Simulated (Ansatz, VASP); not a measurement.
**TaN: VASP beside Ansatz**

```xyz
2
Lattice="3.0555 0.0000 0.0000 -1.5278 2.4426 0.0000 0.0000 0.0000 2.8830" Properties=species:S:1:pos:R:3 pbc="T T T"
Ta    0.0000    1.6284    1.4415
N     0.0000    0.0000    0.0000
```

Change from the starting cell: strain +0.0400 x Voigt [1, -1, 0, 0, 0, 0], atoms carried along.

Alike in both runs: task single point; functional PBEsol; k mesh 18 × 18 × 16; occupations gaussian, width 0.15 eV; no spin polarisation.

```csv
,VASP,Ansatz
version,VASP 6.6.1,Ansatz 0.2.0
potentials or method,"VASP PAW PBE potentials, release 64 (Ta_pv, N), cutoff 520 eV","scalar-relativistic, plane waves, PAW"
valence electrons in the cell,16,18
```

```csv
,VASP,Ansatz,Ansatz less VASP
gap on the k mesh at the Fermi level (eV),none,none,-
pressure (GPa),-2.4,-3.2,-0.80
"traceless stress, the component that is largest in VASP (GPa)",18.49,18.52,+0.026
rms of the force components (eV/Å),0.123,0.117,-0.0063
```

VASP's potentials were made for PBE, not for PBEsol. Atom by atom the forces differ by 0.006 eV/Å (rms over components). A gap of «none» marks a metal or a gap that the smearing closes. VASP's potentials hold 16 valence electrons a cell and Ansatz's 18, so a difference there can come from the potentials and not from the codes.

Spin-orbit coupling is off throughout.
